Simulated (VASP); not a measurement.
Here is a VASP 6.6.1 calculation.

Contents of POSCAR:

```
CdTe
1.0
    0.0000000000      3.1795597148      3.1795597148
    3.1795597148      0.0000000000      3.1795597148
    3.1795597148      3.1795597148      0.0000000000
Cd Te
1 1
Direct
    0.0000000000      0.0000000000      0.0000000000
    0.7500000000      0.7500000000      0.7500000000
```

INCAR.step1

```
SYSTEM = CdTe
PREC = Accurate ; ENCUT = 520
ISMEAR = 0 ; SIGMA = 0.05
LREAL = .FALSE. ; LASPH = .TRUE.
NELM = 60 ; NBANDS = 16
GGA = PE ; ALGO = Normal
EDIFF = 1E-4 ; LWAVE = .TRUE.
LCHARG = .FALSE.
```

Contents of INCAR.step2:

```
SYSTEM = CdTe
PREC = Accurate ; ENCUT = 520
EDIFF = 1E-6 ; ISMEAR = 0
SIGMA = 0.05 ; LREAL = .FALSE.
LASPH = .TRUE. ; NELM = 60
ALGO = Normal ; ISIF = 2
LWAVE = .FALSE. ; LCHARG = .FALSE.
METAGGA = R2SCAN ; LMIXTAU = .TRUE.
NBANDS = 16 ; ISTART = 1
```

The input KPOINTS:

```
regular mesh
0
G
  8 8 8
  0 0 0
```

Potentials or basis: VASP PAW PBE potentials, release 64 (Cd, Te).

Run with:

```sh
$ cat potpaw_PBE.64/Cd/POTCAR potpaw_PBE.64/Te/POTCAR > POTCAR
$ cp INCAR.step1 INCAR
$ mpirun -np 1 vasp_std > vasp.out
$ cp INCAR.step2 INCAR
$ mpirun -np 1 vasp_std > vasp.out
```

(1) Estimate the pressure.

(2) Predict the band gap on the k mesh.

## Answers

(1) 4.8 GPa.

(2) 1.46 eV.

Caveat: the cell differs from its parent crystal (strain -0.030 along x and y, -0.030 along z); the cell stands under pressure; the PAW data sets were made with another functional, which shifts forces and pressure a little; spin-orbit coupling is left out, which moves the levels of the heavy elements.
